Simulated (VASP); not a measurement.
# Sc (I4/mmm) in VASP: further runs

The runs below take Sc through single point, with revPBE, PBEsol, r2SCAN, PBE.

Everything below comes from runs of VASP 6.6.1. Logs are shortened: lines on timing, memory, paths and dates and some standing lists are left out, and cuts for length are marked.

## (1) The cell of the first run

Symmetry: I4/mmm, No. 139, tetragonal system. The conventional cell has a = 3.834 Å, b = 3.834 Å, c = 3.401 Å, α = 90.00°, β = 90.00°, γ = 90.00°. Sc (site symmetry 4/mmm) has 14 Sc at 3.20 to 3.83 Å within 4.2 Å.

## (2) Single point, revPBE (cell strained by -1.0% along z)

Input file INCAR:

```
SYSTEM = Sc
ALGO = Normal ; EDIFF = 1E-8
ENCUT = 590 ; GGA = RE
GGA_COMPAT = .False. ; ISIF = 2
ISMEAR = 0 ; LASPH = .True.
LCHARG = .False. ; LREAL = .False.
LWAVE = .False. ; NBANDS = 24
NELM = 120 ; PREC = Accurate
SIGMA = 0.04
```

Input file KPOINTS:

```
Automatic mesh
0
Gamma
  20 20 20
  0 0 0
```

Input file POSCAR:

```
Sc
1.0
   -1.9172054859      1.9172054859      1.7004269700
    1.9172054859     -1.9172054859      1.7004269700
    1.9172054859      1.9172054859     -1.7004269700
Sc
1
Direct
    0.0000000000      0.0000000000      0.0000000000
```

Potentials or basis: VASP PAW PBE potentials, release 64 (Sc_sv).

The run is started by

```sh
$ cat potpaw_PBE.64/Sc_sv/POTCAR > POTCAR
$ mpirun -np 1 vasp_std > vasp.out
```

OUTCAR:

```text
SYSTEM = Sc
   EDIFF = 1E-8
   ENCUT = 590
   GGA = RE
   ISIF = 2
   ISMEAR = 0
   LASPH = .True.
   LREAL = .False.
   NELM = 120
   PREC = Accurate

 ion  position               nearest neighbor table
   1  0.000  0.000  0.000-

  LATTYP: Found a body centered tetragonal cell.
 ALAT       =     3.8344109718
 C/A-ratio  =     0.8869299522

  Lattice vectors:

 A1 = (  -1.9172054859,   1.9172054859,   1.7004269700)
 A2 = (   1.9172054859,  -1.9172054859,   1.7004269700)
 A3 = (   1.9172054859,   1.9172054859,  -1.7004269700)

Analysis of symmetry for initial positions (statically):
=====================================================================
 Subroutine PRICEL returns:
 Original cell was already a primitive cell.

 Routine SETGRP: Setting up the symmetry group for a
 body centered tetragonal supercell.

 Subroutine GETGRP returns: Found 16 space group operations
 (whereof 16 operations were pure point group operations)
 out of a pool of 16 trial point group operations.

The static configuration has the point symmetry D_4h.

Analysis of symmetry for dynamics (positions and initial velocities):
=====================================================================
 Subroutine PRICEL returns:
 Original cell was already a primitive cell.

 Routine SETGRP: Setting up the symmetry group for a
 body centered tetragonal supercell.

 Subroutine GETGRP returns: Found 16 space group operations
 (whereof 16 operations were pure point group operations)
 out of a pool of 16 trial point group operations.

The dynamic configuration has the point symmetry D_4h.

 Subroutine INISYM returns: Found 16 space group operations
 (whereof 16 operations are pure point group operations),
 and found     1 'primitive' translations

----------------------------------------------------------------------------------------

                                     Primitive cell

  volume of cell :      25.0009

  direct lattice vectors                    reciprocal lattice vectors
    -1.917205486  1.917205486  1.700426970     0.000000000  0.260796249  0.294043795
     1.917205486 -1.917205486  1.700426970     0.260796249  0.000000000  0.294043795
     1.917205486  1.917205486 -1.700426970     0.260796249  0.260796249  0.000000000

  length of vectors
     3.200438350  3.200438350  3.200438350     0.393034906  0.393034906  0.368821593

  position of ions in fractional coordinates (direct lattice)
     0.000000000  0.000000000  0.000000000

  ion indices of the primitive-cell ions
   primitive index   ion index
                 1           1

----------------------------------------------------------------------------------------

 KPOINTS: Automatic mesh

Automatic generation of k-mesh.
 Grid dimensions read from file:
 generate k-points for:   20   20   20

 Generating k-lattice:

  Cartesian coordinates                     Fractional coordinates (reciprocal lattice)
     0.000000000  0.013039812  0.014702190     0.050000000 -0.000000000  0.000000000
     0.013039812  0.000000000  0.014702190    -0.000000000  0.050000000  0.000000000
     0.013039812  0.013039812  0.000000000     0.000000000  0.000000000  0.050000000

  Length of vectors
     0.019651745  0.019651745  0.018441080

  Shift w.r.t. Gamma in fractional coordinates (k-lattice)
     0.000000000  0.000000000  0.000000000

 Subroutine IBZKPT returns following result:
 ===========================================

 Found    641 irreducible k-points:

 Following reciprocal coordinates:
            Coordinates               Weight
  0.000000  0.000000  0.000000      1.000000
  0.050000 -0.000000  0.000000      8.000000
  0.100000 -0.000000  0.000000      8.000000
  0.150000 -0.000000  0.000000      8.000000
  0.200000 -0.000000  0.000000      8.000000
  0.250000 -0.000000  0.000000      8.000000
[... 16 lines left out ...]
 -0.400000  0.050000 -0.000000     16.000000
 -0.350000  0.050000 -0.000000     16.000000
 [... further k-points ...]
   k-points           NKPTS =    641   k-points in BZ     NKDIM =    641   number of bands    NBANDS=     24
   number of dos      NEDOS =    301   number of ions     NIONS =      1
   total plane-waves  NPLWV =  21952
   dimension x,y,z NGX =    28 NGY =   28 NGZ =   28
   dimension x,y,z NGXF=    56 NGYF=   56 NGZF=   56
   ions per type =               1
   NGX,Y,Z   is equivalent  to a cutoff of  14.54, 14.54, 14.54 a.u.
   NGXF,Y,Z  is equivalent  to a cutoff of  29.09, 29.09, 29.09 a.u.
 SYSTEM =  Sc
   PREC   = accura    normal or accurate (medium, high low for compatibility)
   ISTART =      0    job   : 0-new  1-cont  2-samecut
   ICHARG =      2    charge: 1-file 2-atom 10-const
   ISPIN  =      1    spin polarized calculation?
   LNONCOLLINEAR =      F non collinear calculations
   LSORBIT =      F    spin-orbit coupling
   LASPH  =      T    aspherical Exc in radial PAW
   ENCUT  =  590.0 eV  43.36 Ry    6.59 a.u.   6.34  6.34  6.34*2*pi/ulx,y,z
   NELM   =    120;   NELMIN=  2; NELMDL= -5     # of ELM steps
   EDIFF  = 0.1E-07   stopping-criterion for ELM
   LREAL  =      F    real-space projection
   EDIFFG = 0.1E-06   stopping-criterion for IOM
   NSW    =      0    number of steps for IOM
   IBRION =     -1    ionic relax: 0-MD 1-quasi-New 2-CG
   NFREE  =      0    steps in history (QN), initial steepest desc. (CG)
   ISIF   =      2    stress and relaxation
   ISYM   =      2    0-nonsym 1-usesym 2-fastsym
   POTIM  = 0.5000    time-step for ionic-motion
   TEBEG  =    0.0;   TEEND  =   0.0 temperature during run

   SCALEE = 1.0000    scale energy and forces
   PSTRESS=    0.0 pullay stress
   NELECT =      11.0000    total number of electrons
   NUPDOWN=      -1.0000    fix difference up-down
   EMIN   =  10.00;   EMAX   =-10.00  energy-range for DOS
   EFERMI =   0.00;   METHOD = LEGACY
   ISMEAR =     0;   SIGMA  =   0.04  broadening in eV -4-tet -1-fermi 0-gaus
   EFERMI_NEDOS =   21; number of points for ismear=-14 and -15
   IALGO  =     38    algorithm
   IMIX   =      4    mixing-type and parameters
     AMIX     =   0.40;   BMIX     =  1.00
     AMIX_MAG =   1.60;   BMIX_MAG =  1.00
  volume/ion in A,a.u.               =      25.00       168.71
  Fermi-wavevector in a.u.,A,eV,Ry     =   1.245147  2.352987 21.094351  1.550391
  Thomas-Fermi vector in A             =   2.379382
   LORBIT       =      0    0 simple, 1 ext, 2 COOP (PROOUT), +10 PAW based schemes
   GGA     = RE    functional components
   LHFCALC =     F    Hartree Fock is set to
   AEXX    =    0.0000 exact exchange contribution
   IVDW    =     0    specifies the selected vdW correction
   LEPSILON=     F    determine dielectric tensor
   LRPA    =     F    only Hartree local field effects (RPA)

   CSHIFT  =0.1000    complex shift for real part using Kramers Kronig

   OMEGAMAX=  -1.0    maximum frequency
 non-spin polarized calculation
 Gauss-broadening in eV      SIGMA  =   0.04
  energy-cutoff  :      590.00
  volume of cell :       25.00
 maximum number of plane-waves:       847
 NGX is ok and might be reduce to    28
   NGX = 13   NGY = 13   NGZ = 13

 number of electron      10.9999999 magnetization

 Free energy of the ion-electron system (eV)
  ---------------------------------------------------
  ext. energy  EPLUGINS =         0.00000000
  ---------------------------------------------------
  free energy    TOTEN  =        -5.89052451 eV

  energy without entropy =       -5.88843293  energy(sigma->0) =       -5.88947872

 E-fermi :   3.7926     XC(G=0):  -9.7350

 val. band max:        3.7919361446   @ k =  -0.2000  -0.4000   0.1000
 cond. band min:       3.7944551205   @ k =  -0.3000   0.4000   0.1500
 fundamental gap:      0.0025189759
 Fermi energy:         3.7926115206

 k-point     1 :       0.0000    0.0000    0.0000
  band No.  band energies     occupation
      1     -45.9356      2.00000
      2     -24.3154      2.00000
      3     -24.3154      2.00000
      4     -24.2810      2.00000
      5      -1.4170      2.00000
      6       4.7954      0.00000
[... 9 lines left out ...]
     16      23.4844      0.00000
     17      23.4844      0.00000

 k-point     2 :       0.0500   -0.0000    0.0000
  band No.  band energies     occupation
      1     -45.9341      2.00000
      2     -24.3202      2.00000
      3     -24.3185      2.00000
      4     -24.2863      2.00000
      5      -1.3474      2.00000
      6       4.8084      0.00000
[... 9 lines left out ...]
     16      22.7416      0.00000
     17      23.6918      0.00000

 k-point     3 :       0.1000   -0.0000    0.0000
  band No.  band energies     occupation
      1     -45.9297      2.00000
      2     -24.3399      2.00000
      3     -24.3274      2.00000
      4     -24.2961      2.00000
      5      -1.1416      2.00000
      6       4.8181      0.00000
[... 9 lines left out ...]
     16      22.3596      0.00000
     17      23.8436      0.00000

 k-point     4 :       0.1500   -0.0000    0.0000
  band No.  band energies     occupation
      1     -45.9227      2.00000
      2     -24.3786      2.00000
      3     -24.3412      2.00000
      4     -24.3029      2.00000
      5      -0.8086      2.00000
      6       4.7600      0.00000
[... 9 lines left out ...]
     16      21.7567      0.00000
     17      24.4322      0.00000

 k-point     5 :       0.2000   -0.0000    0.0000
  band No.  band energies     occupation
      1     -45.9140      2.00000
      2     -24.4303      2.00000
      3     -24.3586      2.00000
      4     -24.3080      2.00000
      5      -0.3648      2.00000
      6       4.6192      0.00000
[... 9 lines left out ...]
     16      21.7237      0.00000
     17      25.0648      0.00000

 k-point     6 :       0.2500   -0.0000    0.0000
  band No.  band energies     occupation
      1     -45.9043      2.00000
      2     -24.4879      2.00000
      3     -24.3778      2.00000
      4     -24.3127      2.00000
      5       0.1638      2.00000
      6       4.4360      0.00000
[... 9 lines left out ...]
     16      22.2487      0.00000
     17      25.4145      0.00000

 k-point     7 :       0.3000   -0.0000    0.0000
  band No.  band energies     occupation
      1     -45.8945      2.00000
      2     -24.5452      2.00000
      3     -24.3969      2.00000
      4     -24.3171      2.00000
      5       0.7364      2.00000
      6       4.2487      0.00000
[... 9 lines left out ...]
     16      22.9217      0.00000
     17      25.5083      0.00000

 k-point     8 :       0.3500   -0.0000    0.0000
  band No.  band energies     occupation
      1     -45.8858      2.00000
      2     -24.5964      2.00000
      3     -24.4140      2.00000
      4     -24.3209      2.00000
      5       1.2898      2.00000
      6       4.0823      0.00000
[... 9 lines left out ...]
     16      23.4737      0.00000
     17      25.6748      0.00000
[... 203 lines left out ...]
      1     -45.8756      2.00000
      2     -24.6512      2.00000
      3     -24.4339      2.00000
      4     -24.3295      2.00000
      5       1.9563      2.00000
      6       3.9035      0.00009
[... 9 lines left out ...]
     16      23.1867      0.00000
     17      27.2603      0.00000

 k-point    20 :       0.4500    0.0500    0.0000
  band No.  band energies     occupation
      1     -45.8728      2.00000
      2     -24.6669      2.00000
      3     -24.4404      2.00000
      4     -24.3299      2.00000
      5       2.1208      2.00000
      6       3.8522      0.03507
[... 9 lines left out ...]
     16      23.3314      0.00000
     17      27.6325      0.00000

 k-point    21 :       0.5000    0.0500    0.0000
  band No.  band energies     occupation
      1     -45.8730      2.00000
      2     -24.6656      2.00000
      3     -24.4407      2.00000
      4     -24.3290      2.00000
      5       2.1085      2.00000
      6       3.8566      0.02373
[... 9 lines left out ...]
     16      23.5494      0.00000
     17      27.2525      0.00000

 k-point    22 :      -0.4500    0.0500    0.0000
  band No.  band energies     occupation
      1     -45.8762      2.00000
      2     -24.6475      2.00000
      3     -24.4348      2.00000
      4     -24.3269      2.00000
      5       1.9196      2.00000
      6       3.9148      0.00002
[... 9 lines left out ...]
     16      23.8820      0.00000
     17      26.2427      0.00000

 k-point    23 :      -0.4000    0.0500   -0.0000
  band No.  band energies     occupation
      1     -45.8821      2.00000
      2     -24.6142      2.00000
      3     -24.4232      2.00000
      4     -24.3236      2.00000
      5       1.5433      2.00000
      6       4.0204      0.00000
[... 9 lines left out ...]
     16      24.2470      0.00000
     17      25.1531      0.00000

 k-point    24 :      -0.3500    0.0500   -0.0000
  band No.  band energies     occupation
      1     -45.8902      2.00000
      2     -24.5689      2.00000
      3     -24.4070      2.00000
      4     -24.3194      2.00000
      5       1.0254      2.00000
      6       4.1629      0.00000
[... 9 lines left out ...]
     16      23.8609      0.00000
     17      24.8658      0.00000

 [... further k-points ...]

 [bands above 17 left out]

------------------------ aborting loop because EDIFF is reached ----------------------------------------

  FORCE on cell =-STRESS in cart. coord.  units (eV):
  Direction    XX          YY          ZZ          XY          YZ          ZX
  --------------------------------------------------------------------------------------
  -------------------------------------------------------------------------------------
  Total        0.1285393      0.1285393      0.3447504      0.0000000      0.0000000     -0.0000000
  in kB        8.2374214      8.2374214     22.0932705      0.0000000      0.0000000     -0.0000000
  external PRESSURE =      12.8560378 kB  Pullay stress =       0.0000000 kB

 VOLUME and BASIS-vectors are now :
 -----------------------------------------------------------------------------
  energy-cutoff  :      590.00
  volume of cell :       25.00
      direct lattice vectors                 reciprocal lattice vectors
    -1.917205486  1.917205486  1.700426970     0.000000000  0.260796249  0.294043795
     1.917205486 -1.917205486  1.700426970     0.260796249  0.000000000  0.294043795
     1.917205486  1.917205486 -1.700426970     0.260796249  0.260796249  0.000000000

 POSITION                                       TOTAL-FORCE (eV/Angst)
 -----------------------------------------------------------------------------------
      0.00000      0.00000      0.00000        -0.000000      0.000000      0.000000
 -----------------------------------------------------------------------------------
    total drift:                               -0.000000     -0.000000     -0.000000

  FREE ENERGIE OF THE ION-ELECTRON SYSTEM (eV)
  ---------------------------------------------------
  free  energy   TOTEN  =        -5.8905245052 eV

  energy  without entropy=       -5.8884329341  energy(sigma->0) =       -5.88947872
```

Run time: 6.9 min. Hardware: 1 thread of Intel Xeon Platinum 8259CL at 2.50GHz (Skylake/Cascade Lake), shared host; peak memory 0.44 GiB.

What came out:

| Property | Result |
| --- | --- |
| Free energy | -5.8905 eV |
| Pressure | 1.3 GPa |
| Band gap on the k mesh | zero (an odd number of electrons rules out a gap without spin polarisation) |

Caveat: the cell differs from its parent crystal (cell strained by -1.0% along z); the PAW data sets were made with another functional, which shifts forces and pressure a little.

## (3) Single point, PBEsol

This run uses another cell than the first one, of 25.25 Å³/atom.

Input file INCAR:

```
ALGO = Fast
EDIFF = 1E-6
ENCUT = 520
GGA = PS
ISIF = 2
ISMEAR = -1
LASPH = T
LCHARG = F
LREAL = F
LWAVE = F
NBANDS = 12
NELM = 100
PREC = Accurate
SIGMA = 0.05
```

Input file KPOINTS:

```
k-points
0
Gamma
  6 6 6
```

Input file POSCAR:

```
Sc
1.0
   -1.9172054859      1.9172054859      1.7176030000
    1.9172054859     -1.9172054859      1.7176030000
    1.9172054859      1.9172054859     -1.7176030000
Sc
1
Direct
    0.0000000000      0.0000000000      0.0000000000
```

Potentials or basis: VASP PAW PBE potentials, release 64 (Sc_sv).

The run is started by

```sh
$ cat potpaw_PBE.64/Sc_sv/POTCAR > POTCAR
$ mpirun -np 1 vasp_std > vasp.out
```

It took 6.6 s on 1 thread of Intel Xeon Platinum 8488C (Sapphire Rapids), shared host; peak memory 0.14 GiB.

It converged, with:

- Free energy: -6.4915 eV
- Pressure: -2.9 GPa
- Band gap on the k mesh: zero (an odd number of electrons rules out a gap without spin polarisation)

Stress tensor (GPa, compression positive):
```
-3.10  0.00  0.00
 0.00 -3.10  0.00
 0.00  0.00 -2.50
```

Levels at points of the mesh, in eV from the Fermi level:
```tsv
k point	band 2	band 3	band 4	band 5	band 6	band 7	band 8	band 9
(0.00, 0.00, 0.00)	-27.93	-27.93	-27.90	-5.19	1.01	1.70	1.70	2.36
(0.50, 0.00, 0.00)	-28.29	-28.05	-27.94	-1.69	0.05	0.65	2.76	3.48
(0.50, 0.50, 0.00)	-28.30	-28.00	-27.91	-1.84	0.08	0.85	2.26	2.90
(0.50, 0.50, 0.50)	-28.21	-28.21	-28.11	-1.26	-1.05	3.75	3.75	3.89
```

Caveat: the k points lie up to 0.41 Å⁻¹ apart, too coarse for converged energies and pressures of a metal; the PAW data sets were made with another functional, which shifts forces and pressure a little.

[end of part 1 of 2]
